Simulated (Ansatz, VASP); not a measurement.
## Na3Cl2 in VASP and in Ansatz

```
Na Cl
1.0
     1.75995  -10.17026    0.00000
     1.75995   10.17026    0.00000
     0.00000    0.00000    3.52764
Na Cl
3 2
Direct
  0.50000 0.50000 0.00000
  0.33101 0.66899 0.00000
  0.66899 0.33101 0.00000
  0.91340 0.08660 0.50000
  0.08660 0.91340 0.50000
```

Alike in both runs: task single point; functional PBE; k mesh 2 × 2 × 2; no spin polarisation.

|  | VASP | Ansatz |
| --- | --- | --- |
| version | VASP 6.6.1 | Ansatz 0.2.0 |
| potentials or method | VASP PAW PBE potentials, release 64 (Na_pv, Cl) | scalar-relativistic, plane waves |
| plane-wave cutoff (eV) | 520 | 1197 |
| occupations | fermi-dirac, width 0.1 eV | fermi-dirac |
| valence electrons in the cell | 35 | 41 |

|  | VASP | Ansatz | Ansatz less VASP |
| --- | --- | --- | --- |
| gap on the k mesh at the Fermi level (eV) | none | none | - |
| pressure (GPa) | 2.2 | 2.2 | +0.02 |
| traceless stress, the component that is largest in VASP (GPa) | -2.34 | -2.35 | -0.007 |
| rms of the force components (eV/Å) | 0.129 | 0.130 | +0.0006 |

Atom by atom the forces differ by 0.001 eV/Å (rms over components). A gap of «none» marks a metal or a gap that the smearing closes. VASP's potentials hold 35 valence electrons a cell and Ansatz's 41, so a difference there can come from the potentials and not from the codes.

The k mesh is coarse, so the values compare programs but aren't converged.
